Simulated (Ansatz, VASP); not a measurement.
**Mg5As in VASP and in Ansatz**

```xyz
6
Lattice="5.8338 -1.5722 0.0000 5.8338 1.5722 0.0000 -2.1270 0.0000 7.1168" Properties=species:S:1:pos:R:3 pbc="T T T"
As    5.5607    0.0000    5.0863
Mg   -2.0315    0.0000    6.9665
Mg    2.2458    0.0000    4.7624
Mg   10.2192    0.0000    2.9737
Mg    7.0969    0.0000    2.3097
Mg    3.2317    0.0000    0.4379
```

Alike in both runs: task single point; functional PBE; k mesh 9 × 9 × 4; occupations fermi-dirac, width 0.05 eV; no spin polarisation.

|  | VASP | Ansatz |
| --- | --- | --- |
| version | VASP 6.6.1 | Ansatz 0.2.0 |
| potentials or method | VASP PAW PBE potentials, release 64 (As, Mg) | Ansatz PAW |
| plane-wave cutoff (eV) | 520 | 420 |
| valence electrons in the cell | 15 | 65 |

```tsv
	VASP	Ansatz	Ansatz less VASP
gap on the k mesh at the Fermi level (eV)	none	none	-
pressure (GPa)	-0.1	0.1	+0.11
traceless stress, the component that is largest in VASP (GPa)	-0.13	-0.13	0.000
rms of the force components (eV/Å)	0.012	0.012	+0.0003
```

Atom by atom the forces differ by 0.001 eV/Å (rms over components). A gap of «none» marks a metal or a gap that the smearing closes. The functional is the same, so the differences come from potentials, cutoffs and numerics. VASP's potentials hold 15 valence electrons a cell and Ansatz's 65, so a difference there can come from the potentials and not from the codes.
